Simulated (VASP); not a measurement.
Set up this calculation in VASP 6.6.1, as the native input.

| Item | Value |
| --- | --- |
| Task | relaxation of the atoms |
| Functional | PBEsol |
| Potentials or basis | VASP PAW PBE potentials, release 64 (Ag, O) |
| Cutoff | 520 eV |
| k mesh | 12 × 12 × 1 |
| Occupations | gaussian, width 0.1 eV |
| Spin | no spin polarisation |
| Dipole correction | yes |
| Atoms held fixed (from 0) | [0, 1] |
| Further INCAR settings | ALGO = Normal; EDIFF = 1e-07; IBRION = 2; EDIFFG = -0.03; NSW = 90 |

The structure of Ag4O lies in POSCAR:

```
Ag4O
1.0
    2.8669036820      0.0000000000      0.0000000000
   -1.4334518410      2.4828114189      0.0000000000
    0.0000000000      0.0000000000     26.0224511627
Ag O
4 1
Selective dynamics
Direct
    0.6666666667      0.3333333333      0.3266410203  F F F
    0.3333333333      0.6666666667      0.4165947699  F F F
    0.0000000000      0.0000000000      0.5051670358  T T T
    0.6666666667      0.3333333333      0.5942154382  T T T
    0.1666666667     -0.1666666667      0.6541636725  T T T
```

The input as run:

INCAR

```
ALGO = Normal ; DIPOL = 0.5 0.5 0.499
EDIFF = 1E-7 ; EDIFFG = -0.03
ENCUT = 520 ; GGA = PS
IBRION = 2 ; IDIPOL = 3
ISIF = 2 ; ISMEAR = 0
KPAR = 4 ; LASPH = T
LCHARG = F ; LDIPOL = T
LREAL = F ; LWAVE = F
NELM = 100 ; NSW = 90
PREC = Accurate ; SIGMA = 0.1
```

KPOINTS

```
k-points
0
Gamma
  12 12 1
```

Potentials or basis: VASP PAW PBE potentials, release 64 (Ag, O).

The run is started by

```bash
$ cat potpaw_PBE.64/Ag/POTCAR potpaw_PBE.64/O/POTCAR > POTCAR
$ mpirun -np 4 vasp_std > vasp.out
```

Results of the run:

```json
{
 "Energy gained by relaxing": "51.7 meV/atom",
 "Ionic steps": "64",
 "Band gap on the k mesh": "zero (bands 25 and 26 overlap by 3.66 eV)"
}
```

Run time: 89 min on 4 MPI ranks on AMD EPYC 7R43 64-Core Processor (Zen 3), on a shared host, peak memory 0.46 GiB a rank.
